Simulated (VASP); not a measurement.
Here is a VASP 6.6.1 calculation.

INCAR

```
SYSTEM = Si
ALGO = Normal
EDIFF = 1E-7
ENCUT = 520
GGA = PE
ISIF = 2
ISMEAR = 0
LASPH = .TRUE.
LCHARG = .FALSE.
LREAL = .FALSE.
LWAVE = .FALSE.
NBANDS = 11
NELM = 60
PREC = Accurate
SIGMA = 0.05
```

The input KPOINTS:

```
k-points
0
G
  8 8 8
  0 0 0
```

POSCAR

```
Si
1.0
    0.0000000000      2.7348812168      2.7348812168
    2.7348812168      0.0000000000      2.7348812168
    2.7348812168      2.7348812168      0.0000000000
Si
2
Direct
    0.5000000000      0.5000000000      0.5000000000
    0.7500000000      0.7500000000      0.7500000000
```

Potentials or basis: VASP PAW PBE potentials, release 64 (Si).

Run with:

```sh
$ cat potpaw_PBE.64/Si/POTCAR > POTCAR
$ mpirun -np 1 vasp_std > vasp.out
```

Q: Predict the band gap on the k mesh.

A: 0.65 eV (least direct gap 2.56 eV).

Q: Predict the pressure.

A: -0.1 GPa.

Caveat: semilocal functionals underestimate gaps, and a narrow one can read as zero. A k mesh can miss the band edges.
